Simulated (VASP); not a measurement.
Set up this calculation in VASP 6.6.1, as the native input.

```
Task                   : single point
Functional             : PBEsol
Potentials or basis    : VASP PAW PBE potentials, release 64 (Rb_sv, Br)
Cutoff                 : 520 eV
k mesh                 : 6 × 6 × 6
Occupations            : gaussian, width 0.05 eV
Spin                   : no spin polarisation
Dipole correction      : no
Further INCAR settings : ALGO = Normal; EDIFF = 1e-07; NBANDS = 15
```

The structure of RbBr lies in POSCAR:

```
RbBr
1.0
    4.2292292325      0.0000000000      0.0000000000
    0.0000000000      4.2292292325      0.0000000000
    0.0000000000      0.0000000000      3.9197734350
Rb Br
1 1
Direct
    0.0000000000      0.0000000000      0.0000000000
    0.5000000000      0.5000000000      0.5000000000
```

This cell differs from its parent crystal: strain +0.025 along x and y, -0.050 along z.

These files were run (other wordings do the same):

INCAR

```
SYSTEM = RbBr
PREC = Accurate
ENCUT = 520
EDIFF = 1E-7
ISMEAR = 0
SIGMA = 0.05
LREAL = .FALSE.
LASPH = .TRUE.
NELM = 60
ALGO = Normal
ISIF = 2
LWAVE = .FALSE.
LCHARG = .FALSE.
GGA = PS
NBANDS = 15
```

KPOINTS

```
Automatic mesh
0
G
  6 6 6
  0 0 0
```

Potentials or basis: VASP PAW PBE potentials, release 64 (Rb_sv, Br).

Command:

```bash
$ cat potpaw_PBE.64/Rb_sv/POTCAR potpaw_PBE.64/Br/POTCAR > POTCAR
$ mpirun -np 1 vasp_std > vasp.out
```

Results of the run:

```
Pressure               : -0.5 GPa
Band gap on the k mesh : 3.61 eV (least direct gap 3.73 eV)
```

Caveat: the cell differs from its parent crystal (strain +0.025 along x and y, -0.050 along z); the PAW data sets were made with another functional, which shifts forces and pressure a little.

It took 45 s on 1 thread of Intel Xeon 8259CL, with other jobs on the host, peak memory 0.2 GiB.
